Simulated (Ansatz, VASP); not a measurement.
This is a calculation of KTaO3 for VASP 6.6.1.

INCAR

```
SYSTEM = KTaO3
PREC = Accurate
ENCUT = 520
EDIFF = 1E-6
ISMEAR = -1
SIGMA = 0.05
LREAL = .False.
LASPH = .True.
NELM = 100
ALGO = Normal
ISIF = 2
LWAVE = .False.
LCHARG = .False.
GGA = PE
NBANDS = 27
```

Contents of KPOINTS:

```
regular mesh
0
Gamma
  7 7 7
  0 0 0
```

File POSCAR:

```
KTaO3
1.0
    4.0407836503      0.0000000000      0.0000000000
    0.0000000000      4.0407836503      0.0000000000
    0.0000000000      0.0000000000      4.0407836503
Ta K O
1 1 3
Direct
    0.0000000000      0.0000000000      0.0000000000
    0.5000000000      0.5000000000      0.5000000000
    0.0000000000      0.0000000000      0.5000000000
    0.0000000000      0.5000000000      0.0000000000
    0.5000000000      0.0000000000      0.0000000000
```

Potentials or basis: VASP PAW PBE potentials, release 64 (Ta_pv, K_sv, O).

The run is started by

```bash
$ cat potpaw_PBE.64/Ta_pv/POTCAR potpaw_PBE.64/K_sv/POTCAR potpaw_PBE.64/O/POTCAR > POTCAR
$ mpirun -np 1 vasp_std > vasp.out
```

Set up the same calculation for Ansatz 0.2.0. Potentials there: all-electron LAPW, scalar-relativistic.

As run (the cutoff follows the program's own potentials):

The input input.yaml:

```yaml
crystal:
  lattice:
    - [4.0407836503, 0.0, 0.0]
    - [0.0, 4.0407836503, 0.0]
    - [0.0, 0.0, 4.0407836503]
  atoms:
    - { symbol: Ta, position: [0.0, 0.0, 0.0] }
    - { symbol: K, position: [0.5, 0.5, 0.5] }
    - { symbol: O, position: [0.0, 0.0, 0.5] }
    - { symbol: O, position: [0.0, 0.5, 0.0] }
    - { symbol: O, position: [0.5, 0.0, 0.0] }
kpoints:
  mp_grid: { grid: [7, 7, 7] }
scf:
  occupations: { method: fermi_dirac, width: 0.05 }
hamiltonian:
  xc: pbe
  pseudopotentials: { kind: all_electron, lapw: { basis_error: 0.001 } }
output:
  forces: true
  stress: true
  eigenvalues: true
```

Potentials or basis: all-electron LAPW, scalar-relativistic.

Launch:

```sh
$ ansatz run input.yaml --threads 4 --pin off --max-ram 12288MiB --backend cpu --events-out ev --progress --plain --runs-dir out
```

Both were run:

|  | VASP | Ansatz | Ansatz less VASP |
| --- | --- | --- | --- |
| gap on the k mesh at the Fermi level (eV) | 2.14 | 2.20 | +0.054 |
| least direct gap on the mesh (eV) | 2.72 | 2.76 | +0.040 |
| pressure (GPa) | -1.7 | -2.1 | -0.43 |

Ansatz ran all-electron here, and VASP with PAW potentials.

Spin-orbit coupling is off throughout.
